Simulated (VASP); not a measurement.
# Sn (Fd-3m) in VASP: further runs

Runs on Sn. Level: PBE. Tasks: single point, relaxation of cell and atoms.

Program: VASP 6.6.1. These are calculated values, not measurements. Logs are shortened: lines on timing, memory, paths and dates and some standing lists are left out, and cuts for length are marked.

**1. The cell of the first run**

The structure is cubic, space group Fd-3m (No. 227). The conventional cell has a = 6.131 Å, b = 6.131 Å, c = 6.131 Å, α = 90.00°, β = 90.00°, γ = 90.00°. Sn (site symmetry -43m) has 4 Sn at 2.65 Å within 3.5 Å.

This isn't the form of Sn at room conditions, which is tetragonal (white tin).

**2. Single point, PBE**

INCAR reads:

```
ALGO     = Normal         # electronic algorithm
EDIFF    = 1E-7           # SCF threshold, eV
ENCUT    = 520            # plane-wave cutoff, eV
GGA      = PE             # functional
ISIF     = 2              # what is computed and relaxed
ISMEAR   = -1             # smearing method
LASPH    = True           # aspherical terms in the spheres
LCHARG   = True           # write CHGCAR
LELF     = True           # ELF
LREAL    = False          # projectors in reciprocal space
LVHAR    = True         
LWAVE    = False          # write WAVECAR
NBANDS   = 21             # bands
NELM     = 60             # most SCF steps
PREC     = Accurate       # precision mode
SIGMA    = 0.1            # smearing width, eV
```

KPOINTS reads:

```
k-points
0
Gamma
  11 11 11
```

POSCAR reads:

```
Sn
1.0
    0.0000000000      3.0655753933      3.0655753933
    3.0655753933      0.0000000000      3.0655753933
    3.0655753933      3.0655753933      0.0000000000
Sn
2
Direct
   -0.1250000000     -0.1250000000     -0.1250000000
    0.1250000000      0.1250000000      0.1250000000
```

Potentials or basis: VASP PAW PBE potentials, release 64 (Sn_d).

Launch:

```sh
$ cat potpaw_PBE.64/Sn_d/POTCAR > POTCAR
$ mpirun -np 1 vasp_std > vasp.out
```

OUTCAR:

```text
EDIFF = 1E-7
   ENCUT = 520
   GGA = PE
   ISIF = 2
   ISMEAR = -1
   LASPH = True
   LREAL = False
   NELM = 60
   PREC = Accurate

 ion  position               nearest neighbor table
   1  0.875  0.875  0.875-   2 2.65   2 2.65   2 2.65   2 2.65
   2  0.125  0.125  0.125-   1 2.65   1 2.65   1 2.65   1 2.65

  LATTYP: Found a face centered cubic cell.
 ALAT       =     6.1311507866

  Lattice vectors:

 A1 = (   0.0000000000,   3.0655753933,   3.0655753933)
 A2 = (   3.0655753933,   0.0000000000,   3.0655753933)
 A3 = (   3.0655753933,   3.0655753933,   0.0000000000)

Analysis of symmetry for initial positions (statically):
=====================================================================
 Subroutine PRICEL returns:
 Original cell was already a primitive cell.

 Routine SETGRP: Setting up the symmetry group for a
 face centered cubic supercell.

 Subroutine GETGRP returns: Found 48 space group operations
 (whereof 12 operations were pure point group operations)
 out of a pool of 48 trial point group operations.

The static configuration has the point symmetry D_3d.
 The point group associated with its full space group is O_h .

Analysis of symmetry for dynamics (positions and initial velocities):
=====================================================================
 Subroutine PRICEL returns:
 Original cell was already a primitive cell.

 Routine SETGRP: Setting up the symmetry group for a
 face centered cubic supercell.

 Subroutine GETGRP returns: Found 48 space group operations
 (whereof 12 operations were pure point group operations)
 out of a pool of 48 trial point group operations.

The dynamic configuration has the point symmetry D_3d.
 The point group associated with its full space group is O_h .

 Subroutine INISYM returns: Found 48 space group operations
 (whereof 12 operations are pure point group operations),
 and found     1 'primitive' translations

----------------------------------------------------------------------------------------

                                     Primitive cell

  volume of cell :      57.6190

  direct lattice vectors                    reciprocal lattice vectors
     0.000000000  3.065575393  3.065575393    -0.163101518  0.163101518  0.163101518
     3.065575393  0.000000000  3.065575393     0.163101518 -0.163101518  0.163101518
     3.065575393  3.065575393  0.000000000     0.163101518  0.163101518 -0.163101518

  length of vectors
     4.335378298  4.335378298  4.335378298     0.282500116  0.282500116  0.282500116

  position of ions in fractional coordinates (direct lattice)
     0.875000000  0.875000000  0.875000000
     0.125000000  0.125000000  0.125000000

  ion indices of the primitive-cell ions
   primitive index   ion index
                 1           1
                 2           2

----------------------------------------------------------------------------------------

 KPOINTS: k-points

Automatic generation of k-mesh.
 Grid dimensions read from file:
 generate k-points for:   11   11   11

 Generating k-lattice:

  Cartesian coordinates                     Fractional coordinates (reciprocal lattice)
    -0.014827411  0.014827411  0.014827411     0.090909091  0.000000000  0.000000000
     0.014827411 -0.014827411  0.014827411     0.000000000  0.090909091  0.000000000
     0.014827411  0.014827411 -0.014827411     0.000000000  0.000000000  0.090909091

  Length of vectors
     0.025681829  0.025681829  0.025681829

  Shift w.r.t. Gamma in fractional coordinates (k-lattice)
     0.000000000  0.000000000  0.000000000

 Subroutine IBZKPT returns following result:
 ===========================================

 Found     56 irreducible k-points:

 Following reciprocal coordinates:
            Coordinates               Weight
  0.000000  0.000000  0.000000      1.000000
  0.090909  0.000000  0.000000      8.000000
  0.181818  0.000000  0.000000      8.000000
  0.272727  0.000000  0.000000      8.000000
  0.363636  0.000000  0.000000      8.000000
  0.454545  0.000000  0.000000      8.000000
[... 16 lines left out ...]
 -0.272727  0.181818  0.000000     24.000000
 -0.181818  0.181818  0.000000     12.000000
 [... further k-points ...]
   k-points           NKPTS =     56   k-points in BZ     NKDIM =     56   number of bands    NBANDS=     21
   number of dos      NEDOS =    301   number of ions     NIONS =      2
   total plane-waves  NPLWV =  32768
   dimension x,y,z NGX =    32 NGY =   32 NGZ =   32
   dimension x,y,z NGXF=    64 NGYF=   64 NGZF=   64
   ions per type =               2
   NGX,Y,Z   is equivalent  to a cutoff of  12.27, 12.27, 12.27 a.u.
   NGXF,Y,Z  is equivalent  to a cutoff of  24.54, 24.54, 24.54 a.u.
 SYSTEM =  unknown system
   PREC   = accura    normal or accurate (medium, high low for compatibility)
   ISTART =      0    job   : 0-new  1-cont  2-samecut
   ICHARG =      2    charge: 1-file 2-atom 10-const
   ISPIN  =      1    spin polarized calculation?
   LNONCOLLINEAR =      F non collinear calculations
   LSORBIT =      F    spin-orbit coupling
   LASPH  =      T    aspherical Exc in radial PAW
   ENCUT  =  520.0 eV  38.22 Ry    6.18 a.u.   8.06  8.06  8.06*2*pi/ulx,y,z
   NELM   =     60;   NELMIN=  2; NELMDL= -5     # of ELM steps
   EDIFF  = 0.1E-06   stopping-criterion for ELM
   LREAL  =      F    real-space projection
   EDIFFG = 0.1E-05   stopping-criterion for IOM
   NSW    =      0    number of steps for IOM
   IBRION =     -1    ionic relax: 0-MD 1-quasi-New 2-CG
   NFREE  =      0    steps in history (QN), initial steepest desc. (CG)
   ISIF   =      2    stress and relaxation
   ISYM   =      2    0-nonsym 1-usesym 2-fastsym
   POTIM  = 0.5000    time-step for ionic-motion
   TEBEG  =    0.0;   TEEND  =   0.0 temperature during run
   PSTRESS=    0.0 pullay stress
   NELECT =      28.0000    total number of electrons
   NUPDOWN=      -1.0000    fix difference up-down
   EMIN   =  10.00;   EMAX   =-10.00  energy-range for DOS
   EFERMI =   0.00;   METHOD = LEGACY
   ISMEAR =    -1;   SIGMA  =   0.10  broadening in eV -4-tet -1-fermi 0-gaus
   EFERMI_NEDOS =   21; number of points for ismear=-14 and -15
   IALGO  =     38    algorithm
   IMIX   =      4    mixing-type and parameters
     AMIX     =   0.40;   BMIX     =  1.00
     AMIX_MAG =   1.60;   BMIX_MAG =  1.00
  volume/ion in A,a.u.               =      28.81       194.42
  Fermi-wavevector in a.u.,A,eV,Ry     =   1.287080  2.432228 22.539067  1.656575
  Thomas-Fermi vector in A             =   2.419116
   LORBIT       =      0    0 simple, 1 ext, 2 COOP (PROOUT), +10 PAW based schemes
   GGA     = PE    functional components
   LHFCALC =     F    Hartree Fock is set to
   AEXX    =    0.0000 exact exchange contribution
   IVDW    =     0    specifies the selected vdW correction
   LEPSILON=     F    determine dielectric tensor
   LRPA    =     F    only Hartree local field effects (RPA)
 non-spin polarized calculation
  energy-cutoff  :      520.00
  volume of cell :       57.62
 maximum number of plane-waves:      1566
   NGX = 17   NGY = 17   NGZ = 17

 number of electron      27.9999980 magnetization

 Free energy of the ion-electron system (eV)
  ---------------------------------------------------
  ext. energy  EPLUGINS =         0.00000000
  ---------------------------------------------------
  free energy    TOTEN  =        -7.06345146 eV

  energy without entropy =       -7.06077793  energy(sigma->0) =       -7.06211470

 E-fermi :   7.8087     XC(G=0):  -9.6502

 val. band max:        7.7316135960   @ k =   0.0000   0.0000   0.0000
 cond. band min:       8.0284913453   @ k =   0.4545   0.0000   0.0000
 fundamental gap:      0.2968777494
 Fermi energy:         7.8087269022

 k-point     1 :       0.0000    0.0000    0.0000
  band No.  band energies     occupation
      1     -14.5007      2.00000
      2     -14.5007      2.00000
      3     -14.5007      2.00000
      4     -14.4141      2.00000
      5     -14.4141      2.00000
      6     -13.9343      2.00000
[... 13 lines left out ...]
     20      15.9975      0.00000
     21      16.0117      0.00000

 k-point     2 :       0.0909    0.0000    0.0000
  band No.  band energies     occupation
      1     -14.5115      2.00000
      2     -14.5115      2.00000
      3     -14.4979      2.00000
      4     -14.3992      2.00000
      5     -14.3992      2.00000
      6     -13.9503      2.00000
[... 13 lines left out ...]
     20      15.0908      0.00000
     21      15.0908      0.00000

 k-point     3 :       0.1818    0.0000    0.0000
  band No.  band energies     occupation
      1     -14.5299      2.00000
      2     -14.5299      2.00000
      3     -14.4903      2.00000
      4     -14.3704      2.00000
      5     -14.3704      2.00000
      6     -13.9748      2.00000
[... 13 lines left out ...]
     20      14.6078      0.00000
     21      14.6078      0.00000

 k-point     4 :       0.2727    0.0000    0.0000
  band No.  band energies     occupation
      1     -14.5442      2.00000
      2     -14.5442      2.00000
      3     -14.4802      2.00000
      4     -14.3442      2.00000
      5     -14.3442      2.00000
      6     -13.9943      2.00000
[... 13 lines left out ...]
     20      14.7592      0.00000
     21      14.7592      0.00000

 k-point     5 :       0.3636    0.0000    0.0000
  band No.  band energies     occupation
      1     -14.5523      2.00000
      2     -14.5523      2.00000
      3     -14.4706      2.00000
      4     -14.3274      2.00000
      5     -14.3274      2.00000
      6     -14.0051      2.00000
[... 13 lines left out ...]
     20      15.5485      0.00000
     21      15.5485      0.00000
[... 382 lines left out ...]
     20      16.4410      0.00000
     21      16.4691      0.00000

 k-point    22 :      -0.3636    0.1818    0.0000
  band No.  band energies     occupation
      1     -14.5937      2.00000
      2     -14.5721      2.00000
      3     -14.4079      2.00000
      4     -14.3010      2.00000
      5     -14.2638      2.00000
      6     -14.0687      2.00000
[... 13 lines left out ...]
     20      15.2081      0.00000
     21      16.3835      0.00000

 k-point    23 :      -0.2727    0.1818    0.0000
  band No.  band energies     occupation
      1     -14.5790      2.00000
      2     -14.5705      2.00000
      3     -14.4244      2.00000
      4     -14.3280      2.00000
      5     -14.2732      2.00000
      6     -14.0675      2.00000
[... 13 lines left out ...]
     20      15.6790      0.00000
     21      17.5400      0.00000

 k-point    24 :      -0.1818    0.1818    0.0000
  band No.  band energies     occupation
      1     -14.5620      2.00000
      2     -14.5565      2.00000
      3     -14.4553      2.00000
      4     -14.3483      2.00000
      5     -14.3022      2.00000
      6     -14.0453      2.00000
[... 13 lines left out ...]
     20      15.6472      0.00000
     21      16.2678      0.00000

 [... further k-points ...]
[... 5 lines left out ...]
  --------------------------------------------------------------------------------------
  -------------------------------------------------------------------------------------
  Total        5.7274867      5.7274867      5.7274867     -0.0000000     -0.0000000      0.0000000
  in kB      159.2607189    159.2607189    159.2607189     -0.0000000     -0.0000000      0.0000000
  external PRESSURE =     159.2607189 kB  Pullay stress =       0.0000000 kB

 VOLUME and BASIS-vectors are now :
 -----------------------------------------------------------------------------
  energy-cutoff  :      520.00
  volume of cell :       57.62
      direct lattice vectors                 reciprocal lattice vectors
     0.000000000  3.065575393  3.065575393    -0.163101518  0.163101518  0.163101518
     3.065575393  0.000000000  3.065575393     0.163101518 -0.163101518  0.163101518
     3.065575393  3.065575393  0.000000000     0.163101518  0.163101518 -0.163101518

 POSITION                                       TOTAL-FORCE (eV/Angst)
 -----------------------------------------------------------------------------------
      5.36476      5.36476      5.36476         0.000000      0.000000      0.000000
      0.76639      0.76639      0.76639        -0.000000     -0.000000     -0.000000
 -----------------------------------------------------------------------------------
    total drift:                                0.000000      0.000000     -0.000000

  FREE ENERGIE OF THE ION-ELECTRON SYSTEM (eV)
  ---------------------------------------------------
  free  energy   TOTEN  =        -7.0634514623 eV

  energy  without entropy=       -7.0607779290  energy(sigma->0) =       -7.06211470
```

Run time: 60 s. Hardware: 1 thread of Intel Xeon 8259CL, shared host; peak memory 0.2 GiB.

Results:

| Quantity | Value |
| --- | --- |
| Free energy | -7.0635 eV |
| Pressure | 15.9 GPa |

Caveat: the cell stands under pressure; spin-orbit coupling is left out, which moves the levels of the heavy elements.

(Continued in part 2 of 2.)
